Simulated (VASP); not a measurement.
Zn2SiN:

```xyz
4
Lattice="3.8121 0.0000 0.0000 0.0000 3.8121 0.0000 0.0000 0.0000 3.9419" Properties=species:S:1:pos:R:3 pbc="T T T"
Zn    0.0000    1.9060    1.9710
Zn    1.9060    0.0000    1.9710
Si    0.0000    0.0000    1.9710
N     0.0000    0.0000    0.0000
```

The cell was built from a structure type or drawn by symmetry, and may not be a known phase.

```yaml
Program: VASP 6.6.1
Task: relaxation of cell and atoms
Functional: PBE
Potentials_or_basis: VASP PAW PBE potentials, release 64 (Zn, Si, N)
Cutoff: 600 eV
k_mesh: 4 × 4 × 4
Occupations: gaussian, width 0.1 eV
Spin: no spin polarisation
```

At the start: pressure 54.2 GPa; volume 14.32 Å³/atom.

Question: How do energy, volume and symmetry change on relaxing?

Answer: Over 14 steps the energy falls by 1543.1 meV/atom and the volume is 21.65 Å³/atom (+51.2 %); space group P4/mmm (No. 123, to 0.1 Å) before and after.

Step by step:
```
step  energy change (eV)  largest force (eV/Å)  pressure (GPa)  volume (Å³)
   1              0.0000                0.0000           54.24        57.28
   2             -5.6445                0.0000           -7.62       102.44
   3             -5.8024                0.0000           -2.66        84.22
   4             -5.8422                0.0000           -5.96        91.77
   5             -5.8582                0.0000           -4.86        88.77
   6             -6.1516                0.0000            0.66        82.12
   7             -6.1517                0.0000            0.78        82.01
   8             -6.1586                0.0000            0.50        82.92
   9             -6.1690                0.0000           -0.08        85.14
  10             -6.1540                0.0000           -1.09        89.60
  11             -6.1715                0.0000           -0.32        86.11
  12             -6.1717                0.0000           -0.48        86.69
  13             -6.1670                0.0000            0.53        86.40
  14             -6.1725                0.0000           -0.22        86.61
```

Final structure:
```
CELL_PARAMETERS angstrom
5.04895 0.00000 0.00000
0.00000 5.04895 0.00000
0.00000 0.00000 3.39747
ATOMIC_POSITIONS crystal
Zn 0.00000 0.50000 0.50000
Zn 0.50000 0.00000 0.50000
Si 0.00000 0.00000 0.50000
N 0.00000 0.00000 0.00000
```

Caveat: the k points lie up to 0.46 Å⁻¹ apart in the final cell, too coarse for converged energies and pressures of a metal; the volume moved by over 15 % at a fixed basis, so the end points are rough.
